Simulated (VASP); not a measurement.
A run of VASP 6.6.1 is set up as follows.

INCAR

```
SYSTEM = Ti4O5
  PREC = Accurate
  ENCUT = 520
  EDIFF = 1E-6
  ISMEAR = 0
  SIGMA = 0.15
  LREAL = .FALSE.
  LASPH = .TRUE.
  NELM = 60
  ALGO = Normal
  ISIF = 2
  LWAVE = .FALSE.
  LCHARG = .FALSE.
  GGA = PS
  NBANDS = 49
```

The input KPOINTS:

```
regular mesh
0
G
  12 12 12
  0 0 0
```

The input POSCAR:

```
Ti4O5
1.0
   -3.1083802568      3.1083802568      2.1130844600
    3.1083802568     -3.1083802568      2.1130844600
    3.1083802568      3.1083802568     -2.1130844600
Ti O
4 5
Direct
    0.6070478066      0.2153590663      0.8224068729
    0.2153590663      0.3929521934      0.6083112597
    0.7846409337      0.6070478066      0.3916887403
    0.3929521934      0.7846409337      0.1775931271
    0.9080872218      0.3075578076      0.2156450294
    0.3075578076      0.0919127782      0.3994705858
    0.6924421924      0.9080872218      0.6005294142
    0.0919127782      0.6924421924      0.7843549706
    0.5000000000      0.5000000000      0.0000000000
```

Potentials or basis: VASP PAW PBE potentials, release 64 (Ti_sv, O).

Command:

```sh
$ cat potpaw_PBE.64/Ti_sv/POTCAR potpaw_PBE.64/O/POTCAR > POTCAR
$ mpirun -np 1 vasp_std > vasp.out
```

(1) Estimate the band gap on the k mesh.

(2) Predict the largest force.

(3) What does it give for the pressure?

## Answers

(1) zero (bands 39 and 40 overlap by 1.22 eV).

(2) 1.035 eV/Å.

(3) 28.2 GPa.

Caveat: the cell differs from its parent crystal (strain -0.050 along x and y, +0.025 along z); the stress differs along the axes, from -3 to 44 GPa; the PAW data sets were made with another functional, which shifts forces and pressure a little; semilocal functionals often make such compounds metallic where correlation or magnetic order opens a gap, which also shifts bond lengths.
